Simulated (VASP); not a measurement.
Wanted: the native input for a VASP 6.6.1 run.

```
Task                   : single point
Functional             : r2SCAN
Potentials or basis    : VASP PAW PBE potentials, release 64 (Si)
Cutoff                 : 520 eV
k mesh                 : 7 × 4 × 2
Occupations            : gaussian, width 0.05 eV
Spin                   : no spin polarisation
Dipole correction      : no
Further INCAR settings : LREAL = Auto; ALGO = Normal; EDIFF = 1e-06; NBANDS = 46
```

Crystal: Si.

```
Si
1.0
     1.91595   -3.31853    0.00000
     0.00000    0.00000   -6.34182
    11.49573    6.63706    0.00000
Si
16
Direct
  0.50000 0.93691 0.08333
  0.00000 0.93691 0.33333
  0.50000 0.93691 0.58333
  0.00000 0.93691 0.83333
  0.00000 0.43691 0.16667
  0.50000 0.43691 0.41667
  0.00000 0.43691 0.66667
  0.50000 0.43691 0.91667
  0.50000 0.56309 0.08333
  0.00000 0.56309 0.33333
  0.50000 0.56309 0.58333
  0.00000 0.56309 0.83333
  0.00000 0.06309 0.16667
  0.50000 0.06309 0.41667
  0.00000 0.06309 0.66667
  0.50000 0.06309 0.91667
```

This isn't the form of Si at room conditions, which is diamond.

These files were run (other wordings do the same):

POSCAR

```
Si
1.0
    1.9159541803     -3.3185299852      0.0000000000
    0.0000000000      0.0000000000     -6.3418199159
   11.4957250817      6.6370599706      0.0000000000
Si
16
Direct
    0.5000000000      0.9369091216      0.0833333333
    0.0000000000      0.9369091216      0.3333333333
    0.5000000000      0.9369091216      0.5833333333
    0.0000000000      0.9369091216      0.8333333333
    0.0000000000      0.4369091216      0.1666666667
    0.5000000000      0.4369091216      0.4166666667
    0.0000000000      0.4369091216      0.6666666667
    0.5000000000      0.4369091216      0.9166666667
    0.5000000000      0.5630908784      0.0833333333
    0.0000000000      0.5630908784      0.3333333333
    0.5000000000      0.5630908784      0.5833333333
    0.0000000000      0.5630908784      0.8333333333
    0.0000000000      0.0630908784      0.1666666667
    0.5000000000      0.0630908784      0.4166666667
    0.0000000000      0.0630908784      0.6666666667
    0.5000000000      0.0630908784      0.9166666667
```

INCAR.step1

```
ALGO = Normal
EDIFF = 1E-4
ENCUT = 520
GGA = PE
ISMEAR = 0
LASPH = T
LCHARG = F
LREAL = Auto
LWAVE = T
NBANDS = 46
NELM = 80
PREC = Accurate
SIGMA = 0.05
```

INCAR.step2

```
ALGO = Normal
EDIFF = 1E-6
ENCUT = 520
ISIF = 2
ISMEAR = 0
ISTART = 1
LASPH = T
LCHARG = T
LELF = T
LMIXTAU = T
LREAL = Auto
LVHAR = T
LWAVE = F
METAGGA = R2SCAN
NBANDS = 46
NELM = 80
PREC = Accurate
SIGMA = 0.05
```

KPOINTS

```
k-points
0
Gamma
  7 4 2
```

Potentials or basis: VASP PAW PBE potentials, release 64 (Si).

Run with:

```console
$ cat potpaw_PBE.64/Si/POTCAR > POTCAR
$ cp INCAR.step1 INCAR
$ mpirun -np 1 vasp_std > vasp.out
$ cp INCAR.step2 INCAR
$ mpirun -np 1 vasp_std > vasp.out
```

It gave:

```yaml
Pressure: -0.2 GPa
Largest_force: 0.005 eV/Å
Band_gap_on_the_k_mesh: 0.62 eV
```

Caveat: the PAW data sets were made with another functional, which shifts forces and pressure a little; an odd mesh through Γ misses points on the zone boundary, where band edges can lie.

Wall time 15 min on 1 thread of Intel(R) Xeon(R) Platinum 8488C (Sapphire Rapids) (shared host), peak memory 0.48 GiB.
